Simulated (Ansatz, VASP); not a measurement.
# TePb in VASP and in Ansatz

```
Pb Te
1.0
     0.00000    3.66740    3.66740
     3.66740    0.00000    3.66740
     3.66740    3.66740    0.00000
Pb Te
1 1
Direct
  0.00000 0.00000 0.00000
  0.25000 0.25000 0.25000
```

Alike in both runs: functional PBE; k mesh 10 × 10 × 10; occupations fermi-dirac, width 0.05 eV; no spin polarisation.

Ansatz relaxed the structure, and its values are those at the end. VASP's run is a single point on that final structure, the one shown.

```csv
,VASP,Ansatz
version,VASP 6.6.1,Ansatz 0.2.0
potentials or method,"VASP PAW PBE potentials, release 64 (Pb_d, Te)","PAW with Ansatz's default frozen-core files, scalar-relativistic"
plane-wave cutoff (eV),520,420
valence electrons in the cell,20,30
```

```tsv
	VASP	Ansatz	Ansatz less VASP
pressure (GPa)	0.0	0.0	+0.03
```

VASP's potentials hold 20 valence electrons a cell and Ansatz's 30, so a difference there can come from the potentials and not from the codes.

Spin-orbit coupling is off throughout.
